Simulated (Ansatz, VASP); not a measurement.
## Two plane-wave programs on Ti4W

File INCAR:

```
  PREC = Accurate
  ENCUT = 600
  EDIFF = 1E-6
  ISMEAR = 0
  SIGMA = 0.1
  LREAL = False
  LASPH = True
  NELM = 100
  ALGO = Normal
  ISIF = 3
  LWAVE = False
  LCHARG = False
  GGA = PE
  IBRION = 2
  NSW = 90
  EDIFFG = -0.04
```

File KPOINTS:

```
regular mesh
0
Gamma
  4 4 4
```

POSCAR

```
Ti4W
1.0
    4.1103742700      0.0000000000      0.0000000000
    0.0000000000      4.1103742700      0.0000000000
    0.0000000000      0.0000000000      4.1103742700
Ti W
4 1
Direct
    0.5000000000      0.5000000000      0.5000000000
    0.0000000000      0.5000000000      0.5000000000
    0.5000000000      0.0000000000      0.5000000000
    0.5000000000      0.5000000000      0.0000000000
    0.0000000000      0.0000000000      0.0000000000
```

Input for Ansatz:

```yaml
crystal:
  lattice:
    - [4.11037427, 0.0, 0.0]
    - [0.0, 4.11037427, 0.0]
    - [0.0, 0.0, 4.11037427]
  atoms:
    - { symbol: Ti, position: [0.5, 0.5, 0.5] }
    - { symbol: Ti, position: [0.0, 0.5, 0.5] }
    - { symbol: Ti, position: [0.5, 0.0, 0.5] }
    - { symbol: Ti, position: [0.5, 0.5, 0.0] }
    - { symbol: W, position: [0.0, 0.0, 0.0] }
basis:
  ecutwfc: 420
kpoints:
  mp_grid: { grid: [4, 4, 4] }
hamiltonian:
  xc: pbe
scf:
  occupations: { method: gaussian, width: 0.1 }
  lower_state_search: "off"
output:
  forces: true
  stress: true
  eigenvalues: true
relax:
  adjacent_minimum: "off"
  f_tol: 0.04
  max_steps: 70
  cell: { stress_tol: 0.4 }
```

Change from the starting cell: species swapped into the Mn4N type (Pm-3m, No. 221).

Alike in both runs: task relaxation of cell and atoms; functional PBE; k mesh 4 × 4 × 4; occupations gaussian, width 0.1 eV; no spin polarisation.

|  | VASP | Ansatz |
| --- | --- | --- |
| version | VASP 6.6.1 | Ansatz 0.2.0 |
| potentials or method | VASP PAW PBE potentials, release 64 (Ti_sv, W_sv), cutoff 600 eV | scalar-relativistic, plane waves, PAW |
| valence electrons in the cell | 62 | 62 |

```csv
,VASP,Ansatz,Ansatz less VASP
"gap on the k mesh at the Fermi level, each at its own relaxed structure (eV)",none,none,-
relaxed volume (Å³/atom),18.13,18.06,-0.069
relaxed cell length with the largest relative difference (Å),4.492,4.486,-0.0057
```

A gap of «none» marks a metal or a gap that the smearing closes.

The k mesh is coarse, so the values compare programs but aren't converged. Spin-orbit coupling is off throughout. Noted on VASP's run: the volume moved by over 15 % at a fixed basis, so the end points are rough.
